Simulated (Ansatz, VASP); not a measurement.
**Cs4I: VASP beside Ansatz**

Contents of INCAR:

```
PREC     = Accurate       # precision mode
ENCUT    = 520            # plane-wave cutoff, eV
EDIFF    = 1E-6           # SCF threshold, eV
ISMEAR   = 0              # smearing method
SIGMA    = 0.1            # smearing width, eV
LREAL    = F              # projectors in reciprocal space
LASPH    = T              # aspherical terms in the spheres
NELM     = 80             # most SCF steps
ALGO     = Normal         # electronic algorithm
ISIF     = 2              # what is computed and relaxed
LWAVE    = F              # write WAVECAR
LCHARG   = T              # write CHGCAR
GGA      = PE             # functional
LELF     = T              # ELF
LVHAR    = T            
NBANDS   = 30             # bands
```

KPOINTS

```
Automatic mesh
0
Gamma
  2 2 2
```

The input POSCAR:

```
Cs4I
1.0
    7.8339818000      0.0000000000      0.0000000000
    0.0000000000      7.8339818000      0.0000000000
    0.0000000000      0.0000000000      7.8339818000
Cs I
4 1
Direct
    0.5000000000      0.5000000000      0.5000000000
    0.5000000000      0.0000000000      0.0000000000
    0.0000000000      0.5000000000      0.0000000000
    0.0000000000      0.0000000000      0.5000000000
    0.0000000000      0.0000000000      0.0000000000
```

Input for Ansatz:

```yaml
crystal:
  lattice:
    - [7.8339818, 0.0, 0.0]
    - [0.0, 7.8339818, 0.0]
    - [0.0, 0.0, 7.8339818]
  atoms:
    - { symbol: Cs, position: [0.5, 0.5, 0.5] }
    - { symbol: Cs, position: [0.5, 0.0, 0.0] }
    - { symbol: Cs, position: [0.0, 0.5, 0.0] }
    - { symbol: Cs, position: [0.0, 0.0, 0.5] }
    - { symbol: I, position: [0.0, 0.0, 0.0] }
basis:
  ecutwfc: 420
kpoints:
  mp_grid: { grid: [2, 2, 2] }
hamiltonian:
  xc: pbe
scf:
  occupations: { method: gaussian, width: 0.1 }
  lower_state_search: "off"
output:
  forces: true
  stress: true
  eigenvalues: true
```

Alike in both runs: task single point; functional PBE; k mesh 2 × 2 × 2; occupations gaussian, width 0.1 eV; no spin polarisation.

|  | VASP | Ansatz |
| --- | --- | --- |
| version | VASP 6.6.1 | Ansatz 0.2.0 |
| potentials or method | VASP PAW PBE potentials, release 64 (Cs_sv, I), cutoff 520 eV | scalar-relativistic, plane waves, PAW |
| valence electrons in the cell | 43 | 53 |

|  | VASP | Ansatz | Ansatz less VASP |
| --- | --- | --- | --- |
| gap on the k mesh at the Fermi level (eV) | none | none | - |
| pressure (GPa) | 0.0 | 0.0 | 0.00 |

A gap of «none» marks a metal or a gap that the smearing closes. The functional is the same, so the differences come from potentials, cutoffs and numerics. VASP's potentials hold 43 valence electrons a cell and Ansatz's 53, so a difference there can come from the potentials and not from the codes.

The k mesh is coarse, so the values compare programs but aren't converged. Neither program's run includes spin-orbit coupling.
